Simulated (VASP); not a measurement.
# Pt (I4/mmm) in VASP: a series of runs

Runs on Pt. Level: PBE. Tasks: single point.

All numbers are computed with VASP 6.6.1; they aren't measurements. Logs are shortened: lines on timing, memory, paths and dates and some standing lists are left out, and cuts for length are marked.

## (1) The cell of the first run

The structure is tetragonal, space group I4/mmm (No. 139). Conventional cell: a = 3.149 Å, b = 3.149 Å, c = 3.533 Å, α = 90.00°, β = 90.00°, γ = 90.00°. Pt (site symmetry 4/mmm) has 14 Pt at 2.84 to 3.53 Å within 3.7 Å.

## (2) Single point, PBE (17.52 Å³/atom)

INCAR

```
SYSTEM = Pt
  PREC = Accurate
  ENCUT = 520
  EDIFF = 1E-6
  ISMEAR = 0
  SIGMA = 0.15
  LREAL = .FALSE.
  LASPH = .TRUE.
  NELM = 100
  ALGO = Fast
  ISIF = 2
  LWAVE = .FALSE.
  LCHARG = .TRUE.
  GGA = PE
  LELF = .TRUE.
  LVHAR = .TRUE.
  NBANDS = 11
```

KPOINTS

```
Automatic mesh
0
G
  22 22 22
  0 0 0
```

POSCAR

```
Pt
1.0
    0.0000000000      2.2268905406      1.7663695768
    2.2268905406      0.0000000000      1.7663695768
    2.2268905406      2.2268905406      0.0000000000
Pt
1
Direct
    0.0000000000      0.0000000000      0.0000000000
```

Potentials or basis: VASP PAW PBE potentials, release 64 (Pt).

Launch:

```bash
> cat potpaw_PBE.64/Pt/POTCAR > POTCAR
> mpirun -np 1 vasp_std > vasp.out
```

OUTCAR:

```text
SYSTEM = Pt
   PREC = Accurate
   ENCUT = 520
   EDIFF = 1E-6
   ISMEAR = 0
   LREAL = .FALSE.
   LASPH = .TRUE.
   NELM = 100
   ISIF = 2
   GGA = PE

 ion  position               nearest neighbor table
   1  0.000  0.000  0.000-

  LATTYP: Found a body centered tetragonal cell.
 ALAT       =     3.1492988044
 C/A-ratio  =     1.1217541977

  Lattice vectors:

 A1 = (   0.0000000000,  -2.2268905406,  -1.7663695768)
 A2 = (   0.0000000000,   2.2268905406,  -1.7663695768)
 A3 = (   2.2268905406,   0.0000000000,   1.7663695768)

Analysis of symmetry for initial positions (statically):
=====================================================================
 Subroutine PRICEL returns:
 Original cell was already a primitive cell.

 Routine SETGRP: Setting up the symmetry group for a
 body centered tetragonal supercell.

 Subroutine GETGRP returns: Found 16 space group operations
 (whereof 16 operations were pure point group operations)
 out of a pool of 16 trial point group operations.

The static configuration has the point symmetry D_4h.

Analysis of symmetry for dynamics (positions and initial velocities):
=====================================================================
 Subroutine PRICEL returns:
 Original cell was already a primitive cell.

 Routine SETGRP: Setting up the symmetry group for a
 body centered tetragonal supercell.

 Subroutine GETGRP returns: Found 16 space group operations
 (whereof 16 operations were pure point group operations)
 out of a pool of 16 trial point group operations.

The dynamic configuration has the point symmetry D_4h.

 Subroutine INISYM returns: Found 16 space group operations
 (whereof 16 operations are pure point group operations),
 and found     1 'primitive' translations

----------------------------------------------------------------------------------------

                                     Primitive cell

  volume of cell :      17.5190

  direct lattice vectors                    reciprocal lattice vectors
     0.000000000  2.226890541  1.766369577    -0.224528324  0.224528324  0.283066470
     2.226890541  0.000000000  1.766369577     0.224528324 -0.224528324  0.283066470
     2.226890541  2.226890541  0.000000000     0.224528324  0.224528324 -0.283066470

  length of vectors
     2.842376288  2.842376288  3.149298804     0.425385193  0.425385193  0.425385193

  position of ions in fractional coordinates (direct lattice)
     0.000000000  0.000000000  0.000000000

  ion indices of the primitive-cell ions
   primitive index   ion index
                 1           1

----------------------------------------------------------------------------------------

 KPOINTS: Automatic mesh

Automatic generation of k-mesh.
 Grid dimensions read from file:
 generate k-points for:   22   22   22

 Generating k-lattice:

  Cartesian coordinates                     Fractional coordinates (reciprocal lattice)
    -0.010205833  0.010205833  0.012866658     0.045454545 -0.000000000  0.000000000
     0.010205833 -0.010205833  0.012866658    -0.000000000  0.045454545  0.000000000
     0.010205833  0.010205833 -0.012866658     0.000000000  0.000000000  0.045454545

  Length of vectors
     0.019335691  0.019335691  0.019335691

  Shift w.r.t. Gamma in fractional coordinates (k-lattice)
     0.000000000  0.000000000  0.000000000

 Subroutine IBZKPT returns following result:
 ===========================================

 Found    834 irreducible k-points:

 Following reciprocal coordinates:
            Coordinates               Weight
  0.000000  0.000000  0.000000      1.000000
  0.045455  0.000000  0.000000      8.000000
  0.090909  0.000000  0.000000      8.000000
  0.136364 -0.000000  0.000000      8.000000
  0.181818 -0.000000  0.000000      8.000000
  0.227273  0.000000  0.000000      8.000000
[... 16 lines left out ...]
  0.500000  0.045455  0.000000      8.000000
 -0.454545  0.045455  0.000000      8.000000
 [... further k-points ...]
   k-points           NKPTS =    834   k-points in BZ     NKDIM =    834   number of bands    NBANDS=     11
   number of dos      NEDOS =    301   number of ions     NIONS =      1
   total plane-waves  NPLWV =  13824
   dimension x,y,z NGX =    24 NGY =   24 NGZ =   24
   dimension x,y,z NGXF=    48 NGYF=   48 NGZF=   48
   ions per type =               1
   NGX,Y,Z   is equivalent  to a cutoff of  14.04, 14.04, 12.67 a.u.
   NGXF,Y,Z  is equivalent  to a cutoff of  28.07, 28.07, 25.34 a.u.
 SYSTEM =  Pt
   PREC   = accura    normal or accurate (medium, high low for compatibility)
   ISTART =      0    job   : 0-new  1-cont  2-samecut
   ICHARG =      2    charge: 1-file 2-atom 10-const
   ISPIN  =      1    spin polarized calculation?
   LNONCOLLINEAR =      F non collinear calculations
   LSORBIT =      F    spin-orbit coupling
   LASPH  =      T    aspherical Exc in radial PAW
   ENCUT  =  520.0 eV  38.22 Ry    6.18 a.u.   5.28  5.28  5.86*2*pi/ulx,y,z
[... 24 lines left out ...]
   LEPSILON=     F    determine dielectric tensor
   LRPA    =     F    only Hartree local field effects (RPA)
 non-spin polarized calculation
 RMM-DIIS sequential band-by-band and
 Gauss-broadening in eV      SIGMA  =   0.15
  energy-cutoff  :      520.00
  volume of cell :       17.52
 maximum number of plane-waves:       488
 NGX is ok and might be reduce to    24
   NGX = 11   NGY = 11   NGZ = 11

 number of electron      10.0000000 magnetization

 number of electron       9.9999999 magnetization

 Free energy of the ion-electron system (eV)
  ---------------------------------------------------
  ext. energy  EPLUGINS =         0.00000000
  ---------------------------------------------------
  free energy    TOTEN  =        -5.91946216 eV

  energy without entropy =       -5.90352329  energy(sigma->0) =       -5.91149272

 E-fermi :   8.4854     XC(G=0): -12.5980

 val. band max:        8.4845773326   @ k =  -0.4091   0.0000   0.4091
 cond. band min:       8.4856741315   @ k =  -0.1818   0.2273   0.0455
 fundamental gap:      0.0010967989
 Fermi energy:         8.4854207756

 k-point     1 :       0.0000    0.0000    0.0000
  band No.  band energies     occupation
      1      -0.0172      2.00000
      2       5.3263      2.00000
      3       5.3263      2.00000
      4       6.0772      2.00000
      5       7.0496      2.00000
      6       7.9207      2.00000
      7      24.4109      0.00000
      8      26.2202      0.00000
      9      26.2202      0.00000
     10      31.3842      0.00000
     11      33.5776      0.00000

 k-point     2 :       0.0455    0.0000    0.0000
  band No.  band energies     occupation
      1       0.0569      2.00000
      2       5.3293      2.00000
      3       5.3473      2.00000
      4       6.0854      2.00000
      5       7.0336      2.00000
      6       7.9019      2.00000
      7      24.4871      0.00000
      8      26.1759      0.00000
      9      26.3209      0.00000
     10      30.7671      0.00000
     11      33.7302      0.00000

 k-point     3 :       0.0909    0.0000    0.0000
  band No.  band energies     occupation
      1       0.2757      2.00000
      2       5.3353      2.00000
      3       5.3858      2.00000
      4       6.1356      2.00000
      5       6.9920      2.00000
      6       7.8526      2.00000
      7      24.6759      0.00000
      8      25.9327      0.00000
      9      26.6175      0.00000
     10      29.9267      0.00000
     11      32.3129      0.00000

 k-point     4 :       0.1364   -0.0000    0.0000
  band No.  band energies     occupation
      1       0.6267      2.00000
      2       5.3396      2.00000
      3       5.3834      2.00000
      4       6.2881      2.00000
      5       6.9426      2.00000
      6       7.7911      2.00000
      7      24.7617      0.00000
      8      25.3363      0.00000
      9      27.0929      0.00000
     10      29.5644      0.00000
     11      31.0002      0.00000
[... 239 lines left out ...]
 k-point    22 :       0.4545    0.0455    0.0000
  band No.  band energies     occupation
      1       2.8369      2.00000
      2       4.7286      2.00000
      3       6.8117      2.00000
      4       7.3662      2.00000
      5       8.9808      0.00000
      6       9.0666      0.00000
      7      14.3391      0.00000
      8      22.4086      0.00000
      9      24.3574      0.00000
     10      30.3244      0.00000
     11      32.4687      0.00000

 k-point    23 :       0.5000    0.0455    0.0000
  band No.  band energies     occupation
      1       2.8380      2.00000
      2       4.7037      2.00000
      3       6.7493      2.00000
      4       7.6016      2.00000
      5       9.1534      0.00000
      6       9.3633      0.00000
      7      13.6725      0.00000
      8      22.3003      0.00000
      9      24.2044      0.00000
     10      30.0261      0.00000
     11      32.6981      0.00000

 k-point    24 :      -0.4545    0.0455    0.0000
  band No.  band energies     occupation
      1       2.8367      2.00000
      2       4.7170      2.00000
      3       6.6831      2.00000
      4       7.6764      2.00000
      5       9.0380      0.00000
      6       9.0441      0.00000
      7      14.1038      0.00000
      8      22.3635      0.00000
      9      24.4381      0.00000
     10      29.8837      0.00000
     11      32.6154      0.00000

 [... further k-points ...]
[... 5 lines left out ...]
  --------------------------------------------------------------------------------------
  -------------------------------------------------------------------------------------
  Total       -2.2354116     -2.2354116     -1.7852997      0.0000000     -0.0000000      0.0000000
  in kB     -204.4366603   -204.4366603   -163.2722606      0.0000000     -0.0000000      0.0000000
  external PRESSURE =    -190.7151937 kB  Pullay stress =       0.0000000 kB

 VOLUME and BASIS-vectors are now :
 -----------------------------------------------------------------------------
  energy-cutoff  :      520.00
  volume of cell :       17.52
      direct lattice vectors                 reciprocal lattice vectors
     0.000000000  2.226890541  1.766369577    -0.224528324  0.224528324  0.283066470
     2.226890541  0.000000000  1.766369577     0.224528324 -0.224528324  0.283066470
     2.226890541  2.226890541  0.000000000     0.224528324  0.224528324 -0.283066470

 POSITION                                       TOTAL-FORCE (eV/Angst)
 -----------------------------------------------------------------------------------
      0.00000      0.00000      0.00000         0.000000     -0.000000     -0.000000
 -----------------------------------------------------------------------------------
    total drift:                               -0.000000      0.000000      0.000000

  FREE ENERGIE OF THE ION-ELECTRON SYSTEM (eV)
  ---------------------------------------------------
  free  energy   TOTEN  =        -5.9194621555 eV

  energy  without entropy=       -5.9035232897  energy(sigma->0) =       -5.91149272
```

Wall time 2.2 min (1 thread of Intel Xeon 8259CL, shared host); peak memory 0.28 GiB.

Results:

| Quantity | Value |
| --- | --- |
| Free energy | -5.9195 eV |
| Pressure | -19.1 GPa |
| Band gap on the k mesh | zero (bands 5 and 6 overlap by 1.81 eV) |

Caveat: the cell stands under tension; spin-orbit coupling is left out, which moves the levels of the heavy elements.

## (3) Single point, PBE (13.77 Å³/atom)

This run uses another cell than the first one, of 13.77 Å³/atom.

INCAR

```
SYSTEM = Pt
ALGO = Normal ; EDIFF = 1E-6
ENCUT = 520 ; GGA = PE
ISIF = 2 ; ISMEAR = 0
LASPH = .TRUE. ; LCHARG = .TRUE.
LELF = .TRUE. ; LREAL = .FALSE.
LVHAR = .TRUE. ; LWAVE = .FALSE.
NBANDS = 11 ; NELM = 80
PREC = Accurate ; SIGMA = 0.15
```

KPOINTS

```
k-points
0
G
  22 22 22
  0 0 0
```

POSCAR

```
Pt
1.0
    0.0000000000      1.8067238934      2.1084467836
    1.8067238934      0.0000000000      2.1084467836
    1.8067238934      1.8067238934      0.0000000000
Pt
1
Direct
    0.0000000000      0.0000000000      0.0000000000
```

Potentials or basis: VASP PAW PBE potentials, release 64 (Pt).

Launch:

```bash
> cat potpaw_PBE.64/Pt/POTCAR > POTCAR
> mpirun -np 1 vasp_std > vasp.out
```

It took 2 min on 1 thread of Intel Xeon 8259CL, shared host; peak memory 0.25 GiB.

The run converged. Its results:

* Free energy: -5.7481 eV
* Pressure: 48.9 GPa
* Band gap on the k mesh: zero (bands 5 and 6 overlap by 3.54 eV)

Stress tensor (GPa, compression positive):
```
60.44  0.00  0.00
 0.00 60.44  0.00
 0.00  0.00 25.92
```

Levels at points of the mesh, in eV from the Fermi level:
| k point | band 3 | band 4 | band 5 | band 6 | band 7 | band 8 |
| --- | --- | --- | --- | --- | --- | --- |
| (0.00, 0.00, 0.00) | -3.40 | -3.40 | -3.24 | -0.59 | 14.84 | 17.19 |
| (0.50, 0.00, 0.00) | -3.38 | -0.67 | -0.22 | 0.49 | 6.96 | 13.46 |
| (0.50, 0.50, 0.00) | -0.19 | 0.39 | 0.57 | 0.57 | 7.30 | 13.80 |
| (0.50, 0.00, 0.50) | -0.39 | -0.22 | 1.76 | 2.89 | 10.41 | 11.71 |

Caveat: the stress differs along the axes, from 26 to 60 GPa; spin-orbit coupling is left out, which moves the levels of the heavy elements.

## (4) Single point, PBE (13.77 Å³/atom)

This run uses another cell than the first one, of 13.77 Å³/atom.

INCAR

```
SYSTEM = Pt
PREC     = Accurate       ! precision mode
ENCUT    = 520            ! plane-wave cutoff, eV
EDIFF    = 1E-7           ! SCF threshold, eV
ISMEAR   = 0              ! smearing method
SIGMA    = 0.15           ! smearing width, eV
LREAL    = .FALSE.        ! projectors in reciprocal space
LASPH    = .TRUE.         ! aspherical terms in the spheres
NELM     = 60             ! most SCF steps
ALGO     = Fast           ! electronic algorithm
ISIF     = 2              ! what is computed and relaxed
LWAVE    = .FALSE.        ! write WAVECAR
LCHARG   = .TRUE.         ! write CHGCAR
GGA      = PE             ! functional
LELF     = .TRUE.         ! ELF
LVHAR    = .TRUE.       
NBANDS   = 11             ! bands
```

KPOINTS

```
Automatic mesh
0
G
  22 22 22
  0 0 0
```

POSCAR

```
Pt
1.0
    0.0000000000      2.2198272006      1.3967152746
    2.2198272006      0.0000000000      1.3967152746
    2.2198272006      2.2198272006      0.0000000000
Pt
1
Direct
    0.0000000000      0.0000000000      0.0000000000
```

Launch:

```bash
> cat potpaw_PBE.64/Pt/POTCAR > POTCAR
> mpirun -np 1 vasp_std > vasp.out
```

It took 2.7 min on 1 thread of Intel Xeon 8259CL, shared host; peak memory 0.24 GiB.

It converged, with:

```yaml
Free_energy: -5.7924 eV
Pressure: 47.3 GPa
Band_gap_on_the_k_mesh: zero (bands 5 and 6 overlap by 2.70 eV)
```

Stress tensor (GPa, compression positive):
```
51.80  0.00  0.00
 0.00 51.80  0.00
 0.00  0.00 38.17
```

Levels at points of the mesh, in eV from the Fermi level:
```tsv
k point	band 2	band 3	band 4	band 5	band 6	band 7	band 8	band 9
(0.00, 0.00, 0.00)	-5.14	-3.85	-3.85	-2.44	-0.67	16.12	16.12	18.85
(0.50, 0.00, 0.00)	-6.54	-1.58	-0.10	0.10	1.21	7.94	12.81	15.96
(0.50, 0.50, 0.00)	-7.69	0.47	0.47	0.90	6.69	6.69	10.56	14.39
(0.50, 0.00, 0.50)	-5.18	-2.71	-1.35	-0.80	1.07	6.75	13.96	19.03
```

Caveat: the stress differs along the axes, from 38 to 52 GPa; spin-orbit coupling is left out, which moves the levels of the heavy elements.

## (5) Single point, PBE (13.77 Å³/atom)

This run uses another cell than the first one, of 13.77 Å³/atom.

INCAR

```
SYSTEM = Pt
PREC = Accurate
ENCUT = 520
EDIFF = 1E-7
ISMEAR = 0
SIGMA = 0.15
LREAL = .False.
LASPH = .True.
NELM = 80
ALGO = Normal
ISIF = 2
LWAVE = .False.
LCHARG = .False.
GGA = PE
NBANDS = 11
```

KPOINTS

```
regular mesh
0
Gamma
  22 22 22
  0 0 0
```

POSCAR

```
Pt
1.0
    0.0000000000      2.0026514024      1.7160719867
    2.0026514024      0.0000000000      1.7160719867
    2.0026514024      2.0026514024      0.0000000000
Pt
1
Direct
    0.0000000000      0.0000000000      0.0000000000
```

Launch:

```bash
> cat potpaw_PBE.64/Pt/POTCAR > POTCAR
> mpirun -np 1 vasp_std > vasp.out
```

Run time: 2.8 min. Hardware: 1 thread of Intel Xeon 8259CL, shared host; peak memory 0.24 GiB.

The run converged. Its results:

```
Free energy            : -5.8240 eV
Pressure               : 46.1 GPa
Band gap on the k mesh : zero (bands 5 and 6 overlap by 3.17 eV)
```

Stress tensor (GPa, compression positive):
```
42.76  0.00  0.00
 0.00 42.76  0.00
 0.00  0.00 52.90
```

Levels at points of the mesh, in eV from the Fermi level:
```tsv
k point	band 2	band 3	band 4	band 5	band 6	band 7	band 8	band 9
(0.00, 0.00, 0.00)	-4.68	-4.68	-2.99	-2.90	-0.94	14.91	18.42	18.42
(0.50, 0.00, 0.00)	-5.31	-3.19	-0.64	-0.40	0.77	6.91	13.73	18.46
(0.50, 0.50, 0.00)	-7.58	0.20	0.75	0.75	4.16	9.98	9.98	12.96
(0.50, 0.00, 0.50)	-7.26	-0.19	-0.10	0.75	1.28	8.80	12.16	13.83
```

Caveat: the stress differs along the axes, from 43 to 53 GPa; spin-orbit coupling is left out, which moves the levels of the heavy elements.

## (6) Single point, PBE (13.77 Å³/atom)

This run uses another cell than the first one, of 13.77 Å³/atom.

INCAR

```
SYSTEM = Pt
  ALGO = Normal
  EDIFF = 1E-7
  ENCUT = 520
  GGA = PE
  ISIF = 2
  ISMEAR = 0
  LASPH = .TRUE.
  LCHARG = .FALSE.
  LREAL = .FALSE.
  LWAVE = .FALSE.
  NBANDS = 11
  NELM = 80
  PREC = Accurate
  SIGMA = 0.15
```

KPOINTS

```
k-points
0
G
  22 22 22
  0 0 0
```

POSCAR

```
Pt
1.0
    0.0000000000      2.0548864963      1.6299359688
    2.0548864963      0.0000000000      1.6299359688
    2.0548864963      2.0548864963      0.0000000000
Pt
1
Direct
    0.0000000000      0.0000000000      0.0000000000
```

Potentials or basis: VASP PAW PBE potentials, release 64 (Pt).

Launch:

```bash
> cat potpaw_PBE.64/Pt/POTCAR > POTCAR
> mpirun -np 1 vasp_std > vasp.out
```

It took 2.9 min on 1 thread of Intel Xeon 8259CL, shared host; peak memory 0.24 GiB.

It converged, with:

```
Free energy            : -5.7801 eV
Pressure               : 47.2 GPa
Band gap on the k mesh : zero (bands 5 and 6 overlap by 2.74 eV)
```

Stress tensor (GPa, compression positive):
```
44.13  0.00  0.00
 0.00 44.13  0.00
 0.00  0.00 53.38
```

Levels at points of the mesh, in eV from the Fermi level:
```
           k point  band 2  band 3  band 4  band 5  band 6  band 7  band 8  band 9
(0.00, 0.00, 0.00)   -4.59   -4.59   -3.50   -2.17   -0.82   15.59   17.82   17.82
(0.50, 0.00, 0.00)   -5.62   -2.42   -0.61   -0.44    1.12    7.20   13.55   17.96
(0.50, 0.50, 0.00)   -7.55    0.41    0.79    0.79    5.65    9.20    9.20   14.21
(0.50, 0.00, 0.50)   -6.83   -0.55   -0.37    0.40    1.44    8.33   12.55   15.11
```

Caveat: the stress differs along the axes, from 44 to 53 GPa; spin-orbit coupling is left out, which moves the levels of the heavy elements.

## (7) Summary

| cell | gap on the mesh (eV) | pressure (GPa) |
| --- | --- | --- |
| a = 2.842, b = 2.842, c = 3.149 Å, angles 56.4, 56.4, 67.3°, 1 atom | none | -19.1 |
| a = 2.777, b = 2.777, c = 2.555 Å, angles 62.6, 62.6, 54.8°, 1 atom | none | 48.9 |
| a = 2.623, b = 2.623, c = 3.139 Å, angles 53.2, 53.2, 73.5°, 1 atom | none | 47.3 |
| a = 2.637, b = 2.637, c = 2.832 Å, angles 57.5, 57.5, 65.0°, 1 atom | none | 46.1 |
| a = 2.623, b = 2.623, c = 2.906 Å, angles 56.4, 56.4, 67.3°, 1 atom | none | 47.2 |

Alike in all rows: task single point; level PBE; potentials or basis VASP PAW PBE potentials, release 64 (Pt); no spin polarisation; k mesh 22 × 22 × 22; cutoff (eV) 520; smearing gaussian 0.15 eV.

Caveats: spin-orbit coupling is left out, which moves the levels of the heavy elements; the cell stands under tension (at least some runs); the stress differs along the axes, from 26 to 60 GPa (at least some runs); the stress differs along the axes, from 38 to 52 GPa (at least some runs); the stress differs along the axes, from 43 to 53 GPa (at least some runs); the stress differs along the axes, from 44 to 53 GPa (at least some runs).

Absolute energies hang on the potentials; compare differences alone.
